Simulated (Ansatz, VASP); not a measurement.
## Two plane-wave programs on W

```
W
1.0
     0.00000    2.03000    1.94880
     2.03000    0.00000    1.94880
     2.03000    2.03000    0.00000
W
1
Direct
  0.00000 0.00000 0.00000
```

Change from the starting cell: strain -0.0400 x Voigt [0, 0, 1, 0, 0, 0], atoms carried along.

Alike in both runs: task single point; functional r2SCAN; k mesh 20 × 20 × 20; occupations gaussian, width 0.15 eV; no spin polarisation.

```csv
,VASP,Ansatz
version,VASP 6.6.1,Ansatz 0.2.0
potentials or method,"VASP PAW PBE potentials, release 64 (W_sv), cutoff 520 eV","scalar-relativistic, plane waves, PAW"
valence electrons in the cell,14,14
```

VASP gave:

| Property | Result |
| --- | --- |
| gap on the k mesh at the Fermi level (eV) | none |
| pressure (GPa) | 4.0 |
| traceless stress, the component that is largest in VASP (GPa) | -11.53 |

Q: What did Ansatz give for the same quantities?

A: gap on the k mesh at the Fermi level (eV): none; pressure (GPa): 2.8; traceless stress, the component that is largest in VASP (GPa): -11.45.

VASP's potentials were made for PBE, not for r2SCAN. A gap of «none» marks a metal or a gap that the smearing closes.

Neither program's run includes spin-orbit coupling.
